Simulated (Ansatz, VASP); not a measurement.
AlN in VASP and in Ansatz

File INCAR:

```
SYSTEM = AlN
PREC = Accurate ; ENCUT = 520
EDIFF = 1E-7 ; ISMEAR = 0
SIGMA = 0.05 ; LREAL = .False.
LASPH = .True. ; NELM = 60
ALGO = Normal ; ISIF = 2
LWAVE = .False. ; LCHARG = .True.
GGA = PE ; LELF = .True.
LVHAR = .True. ; NBANDS = 26
```

Contents of KPOINTS:

```
regular mesh
0
Gamma
  8 6 4
  0 0 0
```

The input POSCAR:

```
AlN
1.0
   -1.6567491617      2.8695737234      0.0000000000
    0.0000000000      0.0000000000      4.1874629526
    4.9702474850      2.8695737234      0.0000000000
Al N
4 4
Direct
    0.3390708702      0.7500000000      0.2397778750
    0.0000000000      0.7500000000      0.6666666667
    0.0000000000      0.2500000000      0.3333333333
    0.5000000000      0.2500000000      0.8333333333
    0.5000000000      0.2500000000      0.1666666667
    0.0000000000      0.2500000000      0.6666666667
    0.0000000000      0.7500000000      0.3333333333
    0.5000000000      0.7500000000      0.8333333333
```

Input for Ansatz:

```yaml
crystal:
  lattice:
    - [-1.6567491617, 2.8695737234, 0.0]
    - [0.0, 0.0, 4.1874629526]
    - [4.970247485, 2.8695737234, 0.0]
  atoms:
    - { symbol: Al, position: [0.3390708702, 0.75, 0.239777875] }
    - { symbol: Al, position: [0.0, 0.75, 0.6666666667] }
    - { symbol: Al, position: [0.0, 0.25, 0.3333333333] }
    - { symbol: Al, position: [0.5, 0.25, 0.8333333333] }
    - { symbol: "N", position: [0.5, 0.25, 0.1666666667] }
    - { symbol: "N", position: [0.0, 0.25, 0.6666666667] }
    - { symbol: "N", position: [0.0, 0.75, 0.3333333333] }
    - { symbol: "N", position: [0.5, 0.75, 0.8333333333] }
basis:
  ecutwfc: 420
kpoints:
  mp_grid: { grid: [8, 6, 4] }
hamiltonian:
  xc: pbe
  pseudopotentials: { kind: paw, azcp: { folder: soft_1 } }
scf:
  occupations: { method: gaussian, width: 0.05 }
output:
  forces: true
  stress: true
  eigenvalues: true
```

Alike in both runs: task single point; functional PBE; k mesh 8 × 6 × 4; occupations gaussian, width 0.05 eV; no spin polarisation.

|  | VASP | Ansatz |
| --- | --- | --- |
| version | VASP 6.6.1 | Ansatz 0.2.0 |
| potentials or method | VASP PAW PBE potentials, release 64 (Al, N), cutoff 520 eV | scalar-relativistic, plane waves, PAW |
| valence electrons in the cell | 32 | 32 |

```tsv
	VASP	Ansatz	Ansatz less VASP
gap on the k mesh at the Fermi level (eV)	2.63	2.64	+0.011
least direct gap on the mesh (eV)	2.63	2.64	+0.011
rms of the force components (eV/Å)	14.587	15.169	+0.5820
```

Atom by atom the forces differ by 0.584 eV/Å (rms over components).
